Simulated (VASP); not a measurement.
Runs of VASP 6.6.1 on Zr3AlN4. The structure is that of space group Pm-3m (No. 221), or close to it. The cells are those of the table. 

```csv
task,cell,k mesh,cutoff (eV),gap on the mesh (eV),pressure (GPa),relaxed volume (Å³/atom)
single point,"a = 4.535 Å, 8 atoms",8 × 8 × 8,520,none,0.2,-
relaxation of cell and atoms,"relaxed from a = 4.529 Å, 8 atoms",8 × 8 × 8,600,none,0.0,11.66
single point,"a = 4.529 Å, 8 atoms",4 × 4 × 4,520,none,0.2,-
relaxation of cell and atoms,"relaxed from a = 4.755 Å, 8 atoms",4 × 4 × 4,600,none,-0.3,(a)
single point,"a = 4.755 Å, 8 atoms",4 × 4 × 4,520,none,-23.6,-
```

Alike in all rows: level PBE; potentials or basis VASP PAW PBE potentials, release 64 (Zr_sv, Al, N); no spin polarisation; smearing gaussian 0.1 eV.

Task: Estimate the missing entries.

Result: (a) 11.63.

Caveats: the cell stands under tension (at least some runs).

A k mesh can miss the band edges, and the runs leave out spin-orbit coupling on Zr.

A gap of «none» marks levels without a gap at the run's occupations.
